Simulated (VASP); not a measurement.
Set up this calculation in VASP 6.6.1, as the native input.

| Property | Result |
| --- | --- |
| Task | single point |
| Functional | PBE |
| Potentials or basis | VASP PAW PBE potentials, release 64 (Fe_sv, O) |
| Cutoff | 700 eV |
| k mesh | 11 × 11 × 11 |
| Occupations | fermi-dirac, width 0.05 eV |
| Spin | collinear spin, ferromagnetic start |
| Starting moments | [3.0, 0.0] μB |
| Hubbard terms | Fe d U = 2.0 eV |
| Dipole correction | no |
| Further INCAR settings | ALGO = Normal; EDIFF = 1e-06; NBANDS = 22 |

The structure of FeO lies in POSCAR:

```
FeO
1.0
   -0.0612151173      2.1537879117      2.1537879117
    2.1537879117     -0.0612151173      2.1537879117
    2.1537879117      2.1537879117     -0.0612151173
Fe O
1 1
Direct
    0.0000000000      0.0000000000      0.0000000000
    0.5000000000      0.5000000000      0.5000000000
```

These files were run (other wordings do the same):

INCAR

```
SYSTEM = FeO
PREC     = Accurate       ! precision mode
ENCUT    = 700            ! plane-wave cutoff, eV
EDIFF    = 1E-6           ! SCF threshold, eV
ISMEAR   = -1             ! smearing method
SIGMA    = 0.05           ! smearing width, eV
LREAL    = .False.        ! projectors in reciprocal space
LASPH    = .True.         ! aspherical terms in the spheres
NELM     = 200            ! most SCF steps
ALGO     = Normal         ! electronic algorithm
ISIF     = 2              ! what is computed and relaxed
LWAVE    = .False.        ! write WAVECAR
LCHARG   = .False.        ! write CHGCAR
ISPIN    = 2              ! spin polarisation
MAGMOM   = 3 0            ! initial moments
LORBIT   = 11             ! projections on sites
LMAXMIX  = 4              ! l up to which the mixer works
LDAU     = .True.         ! DFT+U
LDAUTYPE = 2            
LDAUL    = 2 -1           ! shell
LDAUU    = 2 0            ! U, eV
LDAUJ    = 0 0          
LDAUPRINT= 1            
GGA      = PE             ! functional
NBANDS   = 22             ! bands
GGA_COMPAT= .False.
```

KPOINTS

```
Automatic mesh
0
Gamma
  11 11 11
  0 0 0
```

Potentials or basis: VASP PAW PBE potentials, release 64 (Fe_sv, O).

Command:

```bash
$ cat potpaw_PBE.64/Fe_sv/POTCAR potpaw_PBE.64/O/POTCAR > POTCAR
$ mpirun -np 1 vasp_std > vasp.out
```

It gave:

```json
{
  "Pressure": "-7.5 GPa",
  "Band gap on the k mesh": "zero (filled and empty bands overlap)",
  "Net moment": "4.00 μB per cell",
  "Site moments": "Fe +3.57; O +0.25 μB",
  "Valence electrons inside the program's atomic spheres": "Fe 13.60; O 4.98"
}
```

Caveat: the cell stands under tension; a cell with one magnetic atom can't hold antiferromagnetic order, which such compounds often take.

Wall time 4.5 min on 1 thread of Intel(R) Xeon(R) Platinum 8259CL CPU @ 2.50GHz (Skylake/Cascade Lake), with other jobs on the host, peak memory 0.28 GiB.
